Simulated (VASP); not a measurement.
Here is a VASP 6.6.1 calculation.

The input INCAR:

```
SYSTEM = MgH8Cl2O4
ALGO = Normal
EDIFF = 1E-6
ENCUT = 520
GGA = PE
GGA_COMPAT = .FALSE.
ISIF = 2
ISMEAR = -1
IVDW = 12
LASPH = .TRUE.
LCHARG = .FALSE.
LREAL = .FALSE.
LWAVE = .FALSE.
NBANDS = 37
NELM = 120
PREC = Accurate
SIGMA = 0.05
```

File KPOINTS:

```
k-points
0
G
  1 1 1
  0 0 0
```

The input POSCAR:

```
MgH8Cl2O4
1.0
    5.7082670000      0.0000000000      0.0000000000
    0.0000000000      5.7082670000      0.0000000000
    0.0000000000      0.0000000000      5.7082670000
O H Mg Cl
4 8 1 2
Direct
    0.6722005120      0.8433207487      0.4437248643
    0.4098266602      0.5890929769      0.8001202467
    0.2573285377      0.4472986285      0.3726700240
    0.7071848601      0.4003491778      0.1543200414
    0.7971245914      0.8284300647      0.3191336355
    0.7549927150      0.9408634880      0.5767424684
    0.4951240017      0.5878666853      0.9515322251
    0.2469400958      0.6446965428      0.8338082294
    0.1847495921      0.5792826439      0.2989173422
    0.1316336464      0.3757532715      0.4796201719
    0.8231570107      0.5172147694      0.1012040957
    0.7527853900      0.2588176061      0.0599306234
    0.5897236412      0.4971386237      0.4875209937
   -0.0004029244      0.8203365400      0.0427099854
    0.8913913803      0.2881960497      0.6987409664
```

Potentials or basis: VASP PAW PBE potentials, release 64 (O, H, Mg, Cl).

Run with:

```sh
$ cat potpaw_PBE.64/O/POTCAR potpaw_PBE.64/H/POTCAR potpaw_PBE.64/Mg/POTCAR potpaw_PBE.64/Cl/POTCAR > POTCAR
$ mpirun -np 1 vasp_gam > vasp.out
```

Q: Predict the largest force.

A: 2.050 eV/Å.

Q: Estimate the pressure.

A: -0.4 GPa.

Q: What does it give for the dispersion energy per atom?

A: -0.067 eV.

Q: Predict the band gap on the k mesh.

A: 4.78 eV.

Stress tensor (GPa, compression positive):
```
-0.14  0.21 -0.90
 0.21 -1.09 -2.35
-0.90 -2.35 -0.05
```

Caveat: the k points lie up to 1.10 Å⁻¹ apart.
